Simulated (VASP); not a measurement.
# Al (Fm-3m) in VASP: settings compared

Al is run at these levels: r2SCAN, r2SCAN0; tasks: single point.

Program: VASP 6.6.1. These are calculated values, not measurements. Logs are shortened: lines on timing, memory, paths and dates and some standing lists are left out, and cuts for length are marked.

## Step 1: The cell of the first run

It takes space group Fm-3m (No. 225, cubic). Conventional cell: a = 3.993 Å, b = 3.993 Å, c = 3.993 Å, α = 90.00°, β = 90.00°, γ = 90.00°. Within 3.7 Å of Al (site symmetry m-3m) lie 12 Al at 2.82 Å.

## Step 2: Single point, r2SCAN

POSCAR reads:

```
Al
1.0
    0.0000000000      1.9966927595      1.9966927595
    1.9966927595      0.0000000000      1.9966927595
    1.9966927595      1.9966927595      0.0000000000
Al
1
Direct
    0.0000000000      0.0000000000      0.0000000000
```

INCAR.step1 reads:

```
ALGO = Normal ; EDIFF = 1E-4
ENCUT = 520 ; GGA = PE
ISMEAR = -1 ; LASPH = T
LCHARG = F ; LREAL = F
LWAVE = T ; NBANDS = 8
NELM = 80 ; PREC = Accurate
SIGMA = 0.2
```

INCAR.step2 reads:

```
ALGO = Normal ; EDIFF = 1E-6
ENCUT = 520 ; ISIF = 2
ISMEAR = -1 ; ISTART = 1
LASPH = T ; LCHARG = F
LMIXTAU = T ; LREAL = F
LWAVE = F ; METAGGA = R2SCAN
NBANDS = 8 ; NELM = 80
PREC = Accurate ; SIGMA = 0.2
```

KPOINTS reads:

```
k-points
0
Gamma
  14 14 14
```

Potentials or basis: VASP PAW PBE potentials, release 64 (Al).

Command:

```sh
$ cat potpaw_PBE.64/Al/POTCAR > POTCAR
$ cp INCAR.step1 INCAR
$ mpirun -np 1 vasp_std > vasp.out
$ cp INCAR.step2 INCAR
$ mpirun -np 1 vasp_std > vasp.out
```

OUTCAR:

```text
EDIFF = 1E-6
   ENCUT = 520
   ISIF = 2
   ISMEAR = -1
   ISTART = 1
   LASPH = T
   LREAL = F
   METAGGA = R2SCAN
   NELM = 80
   PREC = Accurate

 ion  position               nearest neighbor table
   1  0.000  0.000  0.000-

  LATTYP: Found a face centered cubic cell.
 ALAT       =     3.9933855190

  Lattice vectors:

 A1 = (   0.0000000000,   1.9966927595,   1.9966927595)
 A2 = (   1.9966927595,   0.0000000000,   1.9966927595)
 A3 = (   1.9966927595,   1.9966927595,   0.0000000000)

Analysis of symmetry for initial positions (statically):
=====================================================================
 Subroutine PRICEL returns:
 Original cell was already a primitive cell.

 Routine SETGRP: Setting up the symmetry group for a
 face centered cubic supercell.

 Subroutine GETGRP returns: Found 48 space group operations
 (whereof 48 operations were pure point group operations)
 out of a pool of 48 trial point group operations.

The static configuration has the point symmetry O_h .

Analysis of symmetry for dynamics (positions and initial velocities):
=====================================================================
 Subroutine PRICEL returns:
 Original cell was already a primitive cell.

 Routine SETGRP: Setting up the symmetry group for a
 face centered cubic supercell.

 Subroutine GETGRP returns: Found 48 space group operations
 (whereof 48 operations were pure point group operations)
 out of a pool of 48 trial point group operations.

The dynamic configuration has the point symmetry O_h .

 Subroutine INISYM returns: Found 48 space group operations
 (whereof 48 operations are pure point group operations),
 and found     1 'primitive' translations

----------------------------------------------------------------------------------------

                                     Primitive cell

  volume of cell :      15.9208

  direct lattice vectors                    reciprocal lattice vectors
     0.000000000  1.996692759  1.996692759    -0.250414090  0.250414090  0.250414090
     1.996692759  0.000000000  1.996692759     0.250414090 -0.250414090  0.250414090
     1.996692759  1.996692759  0.000000000     0.250414090  0.250414090 -0.250414090

  length of vectors
     2.823749980  2.823749980  2.823749980     0.433729926  0.433729926  0.433729926

  position of ions in fractional coordinates (direct lattice)
     0.000000000  0.000000000  0.000000000

  ion indices of the primitive-cell ions
   primitive index   ion index
                 1           1

----------------------------------------------------------------------------------------

 KPOINTS: k-points

Automatic generation of k-mesh.
 Grid dimensions read from file:
 generate k-points for:   14   14   14

 Generating k-lattice:

  Cartesian coordinates                     Fractional coordinates (reciprocal lattice)
    -0.017886721  0.017886721  0.017886721     0.071428571  0.000000000  0.000000000
     0.017886721 -0.017886721  0.017886721     0.000000000  0.071428571  0.000000000
     0.017886721  0.017886721 -0.017886721     0.000000000  0.000000000  0.071428571

  Length of vectors
     0.030980709  0.030980709  0.030980709

  Shift w.r.t. Gamma in fractional coordinates (k-lattice)
     0.000000000  0.000000000  0.000000000

 Subroutine IBZKPT returns following result:
 ===========================================

 Found    104 irreducible k-points:

 Following reciprocal coordinates:
            Coordinates               Weight
  0.000000  0.000000  0.000000      1.000000
  0.071429  0.000000  0.000000      8.000000
  0.142857  0.000000  0.000000      8.000000
  0.214286  0.000000  0.000000      8.000000
  0.285714  0.000000  0.000000      8.000000
  0.357143  0.000000  0.000000      8.000000
[... 16 lines left out ...]
  0.214286  0.142857  0.000000     24.000000
  0.285714  0.142857  0.000000     24.000000
 [... further k-points ...]
   k-points           NKPTS =    104   k-points in BZ     NKDIM =    104   number of bands    NBANDS=      8
   number of dos      NEDOS =    301   number of ions     NIONS =      1
   total plane-waves  NPLWV =  13824
   dimension x,y,z NGX =    24 NGY =   24 NGZ =   24
   dimension x,y,z NGXF=    48 NGYF=   48 NGZF=   48
   ions per type =               1
   NGX,Y,Z   is equivalent  to a cutoff of  14.13, 14.13, 14.13 a.u.
   NGXF,Y,Z  is equivalent  to a cutoff of  28.26, 28.26, 28.26 a.u.
 SYSTEM =  unknown system
   PREC   = accura    normal or accurate (medium, high low for compatibility)
   ISTART =      1    job   : 0-new  1-cont  2-samecut
   ICHARG =      0    charge: 1-file 2-atom 10-const
   ISPIN  =      1    spin polarized calculation?
   LNONCOLLINEAR =      F non collinear calculations
   LSORBIT =      F    spin-orbit coupling
   LASPH  =      T    aspherical Exc in radial PAW
   ENCUT  =  520.0 eV  38.22 Ry    6.18 a.u.   5.25  5.25  5.25*2*pi/ulx,y,z
   NELM   =     80;   NELMIN=  2; NELMDL=  0     # of ELM steps
   EDIFF  = 0.1E-05   stopping-criterion for ELM
   LREAL  =      F    real-space projection
   EDIFFG = 0.1E-04   stopping-criterion for IOM
   NSW    =      0    number of steps for IOM
   IBRION =     -1    ionic relax: 0-MD 1-quasi-New 2-CG
   NFREE  =      0    steps in history (QN), initial steepest desc. (CG)
   ISIF   =      2    stress and relaxation
   ISYM   =      2    0-nonsym 1-usesym 2-fastsym
   POTIM  = 0.5000    time-step for ionic-motion
   TEBEG  =    0.0;   TEEND  =   0.0 temperature during run
   PSTRESS=    0.0 pullay stress
   NELECT =       3.0000    total number of electrons
   NUPDOWN=      -1.0000    fix difference up-down
   EMIN   =  10.00;   EMAX   =-10.00  energy-range for DOS
   EFERMI =   0.00;   METHOD = LEGACY
   ISMEAR =    -1;   SIGMA  =   0.20  broadening in eV -4-tet -1-fermi 0-gaus
   EFERMI_NEDOS =   21; number of points for ismear=-14 and -15
   IALGO  =     38    algorithm
   IMIX   =      4    mixing-type and parameters
     AMIX     =   0.40;   BMIX     =  1.00
     AMIX_MAG =   1.60;   BMIX_MAG =  1.00
  volume/ion in A,a.u.               =      15.92       107.44
  Fermi-wavevector in a.u.,A,eV,Ry     =   0.938557  1.773616 11.985227  0.880889
  Thomas-Fermi vector in A             =   2.065781
   LORBIT       =      0    0 simple, 1 ext, 2 COOP (PROOUT), +10 PAW based schemes
   METAGGA = R2SCAN    functional components
   LHFCALC =     F    Hartree Fock is set to
   AEXX    =    0.0000 exact exchange contribution
   IVDW    =     0    specifies the selected vdW correction
   LEPSILON=     F    determine dielectric tensor
   LRPA    =     F    only Hartree local field effects (RPA)
 non-spin polarized calculation
  energy-cutoff  :      520.00
  volume of cell :       15.92
 maximum number of plane-waves:       444
 NGX is ok and might be reduce to    24
   NGX = 11   NGY = 11   NGZ = 11

 number of electron       3.0000000 magnetization

 Free energy of the ion-electron system (eV)
  ---------------------------------------------------
  ext. energy  EPLUGINS =         0.00000000
  ---------------------------------------------------
  free energy    TOTEN  =        -6.75884621 eV

  energy without entropy =       -6.70799484  energy(sigma->0) =       -6.73342052

 E-fermi :   8.3874     XC(G=0): -11.0404

 val. band max:        8.3871595456   @ k =   0.5000   0.2857   0.0000
 cond. band min:       8.4105183104   @ k =  -0.3571   0.4286   0.0714
 fundamental gap:      0.0233587648
 Fermi energy:         8.3873741575

 k-point     1 :       0.0000    0.0000    0.0000
  band No.  band energies     occupation
      1      -3.7007      2.00000
      2      21.9206      0.00000
      3      21.9206      0.00000
      4      21.9206      0.00000
      5      24.1146      0.00000
      6      24.1146      0.00000
      7      24.1146      0.00000
      8      26.0164      0.00000

 k-point     2 :       0.0714    0.0000    0.0000
  band No.  band energies     occupation
      1      -3.5499      2.00000
      2      19.7281      0.00000
      3      21.5326      0.00000
      4      21.5326      0.00000
      5      24.6060      0.00000
      6      24.7426      0.00000
      7      24.7426      0.00000
      8      27.6094      0.00000

 k-point     3 :       0.1429    0.0000    0.0000
  band No.  band energies     occupation
      1      -3.0982      2.00000
      2      16.6218      0.00000
      3      20.9187      0.00000
      4      20.9187      0.00000
      5      24.4282      0.00000
      6      25.9531      0.00000
      7      25.9531      0.00000
      8      27.1372      0.00000

 k-point     4 :       0.2143    0.0000    0.0000
  band No.  band energies     occupation
      1      -2.3488      2.00000
      2      13.5826      0.00000
      3      20.4441      0.00000
      4      20.4441      0.00000
      5      24.1488      0.00000
      6      25.2129      0.00000
      7      25.2129      0.00000
      8      27.9878      0.00000

 k-point     5 :       0.2857    0.0000    0.0000
  band No.  band energies     occupation
      1      -1.3063      2.00000
      2      10.7246      0.00002
      3      20.1842      0.00000
      4      20.1842      0.00000
      5      23.8080      0.00000
      6      23.8080      0.00000
      7      23.9880      0.00000
      8      28.1545      0.00000
[... 177 lines left out ...]
 k-point    22 :       0.1429    0.1429    0.0000
  band No.  band energies     occupation
      1      -2.8980      2.00000
      2      18.7338      0.00000
      3      18.7827      0.00000
      4      18.7827      0.00000
      5      22.4992      0.00000
      6      23.3086      0.00000
      7      28.3948      0.00000
      8      28.3948      0.00000

 k-point    23 :       0.2143    0.1429    0.0000
  band No.  band energies     occupation
      1      -2.3488      2.00000
      2      15.9187      0.00000
      3      18.0775      0.00000
      4      19.2712      0.00000
      5      21.3517      0.00000
      6      22.7374      0.00000
      7      28.8789      0.00000
      8      29.2261      0.00000

 k-point    24 :       0.2857    0.1429    0.0000
  band No.  band energies     occupation
      1      -1.5044      2.00000
      2      13.0275      0.00000
      3      17.6227      0.00000
      4      19.0503      0.00000
      5      19.8804      0.00000
      6      24.0947      0.00000
      7      28.1906      0.00000
      8      28.8479      0.00000

 [... further k-points ...]

------------------------ aborting loop because EDIFF is reached ----------------------------------------

  FORCE on cell =-STRESS in cart. coord.  units (eV):
  Direction    XX          YY          ZZ          XY          YZ          ZX
  --------------------------------------------------------------------------------------
  -------------------------------------------------------------------------------------
  Total       -0.0209969     -0.0209969     -0.0209969     -0.0000000      0.0000000     -0.0000000
  in kB       -2.1130126     -2.1130126     -2.1130126     -0.0000000      0.0000000     -0.0000000
  external PRESSURE =      -2.1130126 kB  Pullay stress =       0.0000000 kB

 VOLUME and BASIS-vectors are now :
 -----------------------------------------------------------------------------
  energy-cutoff  :      520.00
  volume of cell :       15.92
      direct lattice vectors                 reciprocal lattice vectors
     0.000000000  1.996692759  1.996692759    -0.250414090  0.250414090  0.250414090
     1.996692759  0.000000000  1.996692759     0.250414090 -0.250414090  0.250414090
     1.996692759  1.996692759  0.000000000     0.250414090  0.250414090 -0.250414090

 POSITION                                       TOTAL-FORCE (eV/Angst)
 -----------------------------------------------------------------------------------
      0.00000      0.00000      0.00000         0.000000      0.000000      0.000000
 -----------------------------------------------------------------------------------
    total drift:                               -0.000000      0.000000      0.000000

  FREE ENERGIE OF THE ION-ELECTRON SYSTEM (eV)
  ---------------------------------------------------
  free  energy   TOTEN  =        -6.7588462099 eV

  energy  without entropy=       -6.7079948391  energy(sigma->0) =       -6.73342052
```

It took 27 s on 1 thread of Intel Xeon 6975P-C, shared host; peak memory 0.14 GiB.

What came out:

| Property | Result |
| --- | --- |
| Free energy | -6.7588 eV |
| Pressure | -0.2 GPa |

Levels at points of the mesh, in eV from the Fermi level:
```
           k point  band 1  band 2  band 3  band 4
(0.00, 0.00, 0.00)  -12.09   13.53   13.53   13.53
(0.50, 0.00, 0.00)   -5.14   -4.58   12.26   12.26
(0.50, 0.50, 0.00)   -3.24   -1.66    5.48    6.19
```

Caveat: the PAW data sets were made with another functional, which shifts forces and pressure a little.

(Continued in part 2 of 2.)
